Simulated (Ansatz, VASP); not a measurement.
One calculation of ZnSb2S6, two programs

```
Zn Sb S
1.0
     0.00000    4.43376    4.43376
     4.43376    0.00000    4.43376
     4.43376    4.43376    0.00000
Zn Sb S
1 2 6
Direct
  0.00000 0.00000 0.00000
  0.25000 0.25000 0.25000
  0.75000 0.75000 0.75000
  0.73730 0.73730 0.26270
  0.73730 0.26270 0.73730
  0.26270 0.73730 0.26270
  0.26270 0.26270 0.73730
  0.26270 0.73730 0.73730
  0.73730 0.26270 0.26270
```

Change from the starting cell: species swapped into the K2MnF6 type (Fm-3m, No. 225).

Alike in both runs: functional PBE; k mesh 8 × 8 × 8; occupations gaussian, width 0.1 eV; no spin polarisation.

Ansatz relaxed the structure, and its values are those at the end. VASP's run is a single point on that final structure, the one shown.

|  | VASP | Ansatz |
| --- | --- | --- |
| version | VASP 6.6.1 | Ansatz 0.2.0 |
| potentials or method | VASP PAW PBE potentials, release 64 (Zn, Sb, S), cutoff 520 eV | scalar-relativistic, plane waves, PAW |
| valence electrons in the cell | 58 | 78 |

Ansatz gave:

```
gap on the k mesh at the Fermi level (eV) : none
pressure (GPa)                            : 0.0
rms of the force components (eV/Å)        : 0.002
```

Q: Estimate VASP's values.

A: gap on the k mesh at the Fermi level (eV): none; pressure (GPa): -0.1; rms of the force components (eV/Å): 0.012.

A gap of «none» marks a metal or a gap that the smearing closes. VASP's potentials hold 58 valence electrons a cell and Ansatz's 78, so a difference there can come from the potentials and not from the codes.

Neither program's run includes spin-orbit coupling.
